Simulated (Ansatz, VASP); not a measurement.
Ir: VASP beside Ansatz

```xyz
4
Lattice="2.7095 0.0000 0.0000 -1.3548 2.3465 0.0000 0.0000 0.0000 8.8461" Properties=species:S:1:pos:R:3 pbc="T T T"
Ir    0.0000    0.0000    0.0000
Ir    0.0000    1.5644    2.2115
Ir    0.0000    0.0000    4.4231
Ir    1.3548    0.7822    6.6346
```

Alike in both runs: functional PBEsol; k mesh 12 × 12 × 4; occupations gaussian, width 0.1 eV; no spin polarisation.

Ansatz relaxed the structure, and its values are those at the end. VASP's run is a single point on that final structure, the one shown.

|  | VASP | Ansatz |
| --- | --- | --- |
| version | VASP 6.6.1 | Ansatz 0.2.0 |
| potentials or method | VASP PAW PBE potentials, release 64 (Ir_sv_GW), cutoff 560 eV | scalar-relativistic, plane waves, PAW |
| valence electrons in the cell | 68 | 68 |

Ansatz gave:

```
gap on the k mesh at the Fermi level (eV) : none
pressure (GPa)                            : 0.3
```

Q: What did VASP give for the same quantities?

A: gap on the k mesh at the Fermi level (eV): none; pressure (GPa): -1.6.

VASP's potentials were made for PBE, not for PBEsol. A gap of «none» marks a metal or a gap that the smearing closes. With one functional, cell and mesh, what is left measures potentials, basis and numerics.

Spin-orbit coupling is off throughout.
